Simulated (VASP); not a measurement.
Input of a VASP 6.6.1 run:

Contents of INCAR:

```
SYSTEM = MnPt3
  PREC = Accurate
  ENCUT = 520
  EDIFF = 1E-6
  ISMEAR = 0
  SIGMA = 0.1
  LREAL = .False.
  LASPH = .True.
  NELM = 150
  ALGO = Fast
  ISIF = 2
  LWAVE = .False.
  LCHARG = .False.
  ISPIN = 2
  MAGMOM = 4.07 0.17 0.17 0.17
  LORBIT = 11
  LMAXMIX = 4
  GGA = PS
  NBANDS = 34
```

File KPOINTS:

```
regular mesh
0
Gamma
  12 12 12
  0 0 0
```

POSCAR

```
MnPt3
1.0
    3.9490331445      0.0000000000      0.0000000000
    0.0000000000      3.9490331445      0.0000000000
    0.0000000000      0.0000000000      3.9490331445
Mn Pt
1 3
Direct
    0.0000000000      0.0000000000      0.0000000000
    0.0000000000      0.5000000000      0.5000000000
    0.5000000000      0.0000000000      0.5000000000
    0.5000000000      0.5000000000      0.0000000000
```

Potentials or basis: VASP PAW PBE potentials, release 64 (Mn_pv, Pt).

Run with:

```console
$ cat potpaw_PBE.64/Mn_pv/POTCAR potpaw_PBE.64/Pt/POTCAR > POTCAR
$ mpirun -np 1 vasp_std > vasp.out
```

(1) What does it give for the pressure?

(2) What does it give for the net moment?

Answers

(1) -12.8 GPa.

(2) 4.22 μB per cell.

Caveat: the PAW data sets were made with another functional, which shifts forces and pressure a little.
